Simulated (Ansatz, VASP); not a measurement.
**NaI in VASP and in Ansatz**

POSCAR

```
NaI
1.0
    1.7124882549      4.2812206372      4.2812206372
    4.2812206372      1.7124882549      4.2812206372
    4.2812206372      4.2812206372      1.7124882549
Na I
1 1
Direct
    0.0000000000      0.0000000000      0.0000000000
    0.5000000000      0.5000000000      0.5000000000
```

INCAR.step1

```
SYSTEM = NaI
PREC = Accurate
ENCUT = 550
ISMEAR = 0
SIGMA = 0.05
LREAL = .False.
LASPH = .True.
NELM = 120
NBANDS = 14
GGA = PE
ALGO = Normal
EDIFF = 1E-5
LWAVE = .True.
LCHARG = .False.
GGA_COMPAT = .False.
```

INCAR.step2

```
SYSTEM = NaI
PREC = Accurate
ENCUT = 550
EDIFF = 1E-6
ISMEAR = 0
SIGMA = 0.05
LREAL = .False.
LASPH = .True.
NELM = 120
ALGO = Normal
ISIF = 2
LWAVE = .False.
LCHARG = .False.
METAGGA = R2SCAN
LMIXTAU = .True.
NBANDS = 14
ISTART = 1
GGA_COMPAT = .False.
```

Contents of KPOINTS:

```
regular mesh
0
Gamma
  8 8 8
  0 0 0
```

Input for Ansatz:

```yaml
crystal:
  lattice:
    - [1.7124882549, 4.2812206372, 4.2812206372]
    - [4.2812206372, 1.7124882549, 4.2812206372]
    - [4.2812206372, 4.2812206372, 1.7124882549]
  atoms:
    - { symbol: Na, position: [0.0, 0.0, 0.0] }
    - { symbol: I, position: [0.5, 0.5, 0.5] }
basis:
  ecutwfc: 500
kpoints:
  mp_grid: { grid: [8, 8, 8] }
hamiltonian:
  xc: r2scan
scf:
  occupations: { method: gaussian, width: 0.05 }
output:
  forces: true
  stress: true
  eigenvalues: true
```

Alike in both runs: task single point; functional r2SCAN; k mesh 8 × 8 × 8; occupations gaussian, width 0.05 eV; no spin polarisation.

|  | VASP | Ansatz |
| --- | --- | --- |
| version | VASP 6.6.1 | Ansatz 0.2.0 |
| potentials or method | VASP PAW PBE potentials, release 64 (Na_pv, I), cutoff 550 eV | scalar-relativistic, plane waves, PAW |
| valence electrons in the cell | 14 | 26 |

```tsv
	VASP	Ansatz	Ansatz less VASP
gap on the k mesh at the Fermi level (eV)	none	none	-
pressure (GPa)	1.5	1.5	+0.05
traceless stress, the component that is largest in VASP (GPa)	-5.58	-5.55	+0.027
```

VASP's potentials were made for PBE, not for r2SCAN. A gap of «none» marks a metal or a gap that the smearing closes. VASP's potentials hold 14 valence electrons a cell and Ansatz's 26, so a difference there can come from the potentials and not from the codes.

Spin-orbit coupling is off throughout.
